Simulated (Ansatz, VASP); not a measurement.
**SnSe in VASP and in Ansatz**

```
Sn Se
1.0
     0.00000    2.94665    2.94665
     2.94665    0.00000    2.94665
     2.94665    2.94665    0.00000
Sn Se
1 1
Direct
  0.00000 0.00000 0.00000
  0.52545 0.52545 0.47455
```

Change from the starting cell: all Se atoms moved -0.150 Å, as atom 2 towards its neighbour atom 1 (Sn) at 2.947 Å.

Alike in both runs: task single point; functional LDA; k mesh 8 × 8 × 8; occupations gaussian, width 0.05 eV; no spin polarisation.

```csv
,VASP,Ansatz
version,VASP 6.6.1,Ansatz 0.2.0
potentials or method,"VASP PAW LDA potentials, release 64 (Sn_d, Se), cutoff 520 eV","scalar-relativistic, plane waves, PAW"
valence electrons in the cell,20,30
```

```csv
,VASP,Ansatz,Ansatz less VASP
gap on the k mesh at the Fermi level (eV),0.77,0.78,+0.011
least direct gap on the mesh (eV),0.91,0.91,+0.005
pressure (GPa),0.5,0.4,-0.14
"traceless stress, the component that is largest in VASP (GPa)",0.56,0.55,-0.006
rms of the force components (eV/Å),0.072,0.067,-0.0052
```

LDA's correlation is that of Perdew and Zunger in VASP and of Perdew and Wang (1992) in Ansatz. Atom by atom the forces differ by 0.005 eV/Å (rms over components). VASP's potentials hold 20 valence electrons a cell and Ansatz's 30, so a difference there can come from the potentials and not from the codes.
